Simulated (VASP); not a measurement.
# Ge5As: single point with PBE

The system is Ge5As.

```
CELL_PARAMETERS angstrom
5.93260 0.00000 0.00000
-2.96630 5.13778 0.00000
0.00000 0.00000 4.83056
ATOMIC_POSITIONS crystal
Ge 0.33333 0.66667 0.50000
Ge 0.66667 0.33333 0.50000
Ge 0.50000 0.00000 0.50000
Ge 0.00000 0.50000 0.50000
Ge 0.50000 0.50000 0.50000
As 0.00000 0.00000 0.50000
```

The cell was built from a structure type or drawn by symmetry, and may not be a known phase.

- Program: VASP 6.6.1
- Task: single point
- Functional: PBE
- Potentials or basis: VASP PAW PBE potentials, release 64 (Ge_d, As_d)
- Cutoff: 600 eV
- k mesh: 3 × 3 × 4
- Occupations: gaussian, width 0.1 eV
- Spin: no spin polarisation

* Pressure: 107.9 GPa
* Band gap on the k mesh: zero (an odd number of electrons rules out a gap without spin polarisation)

Stress tensor (GPa, compression positive):
```
162.70   0.00   0.00
  0.00 162.70   0.00
  0.00   0.00  -1.85
```

Levels at points of the mesh, in eV from the Fermi level:
| k point | band 39 | band 40 | band 41 | band 42 | band 43 | band 44 | band 45 | band 46 | band 47 | band 48 |
| --- | --- | --- | --- | --- | --- | --- | --- | --- | --- | --- |
| (0.00, 0.00, 0.00) | -0.89 | -0.89 | -0.57 | 0.45 | 0.47 | 0.47 | 2.17 | 3.38 | 4.98 | 5.63 |
| (0.00, 0.00, 0.50) | -1.17 | -0.84 | -0.84 | -0.28 | -0.21 | -0.21 | 3.42 | 4.29 | 4.29 | 5.10 |

Run time: 50 s on 1 thread of Intel(R) Xeon(R) 6975P-C (Granite Rapids), on a shared host, peak memory 0.31 GiB.

Caveat: the k points lie up to 0.41 Å⁻¹ apart, too coarse for converged energies and pressures of a metal.
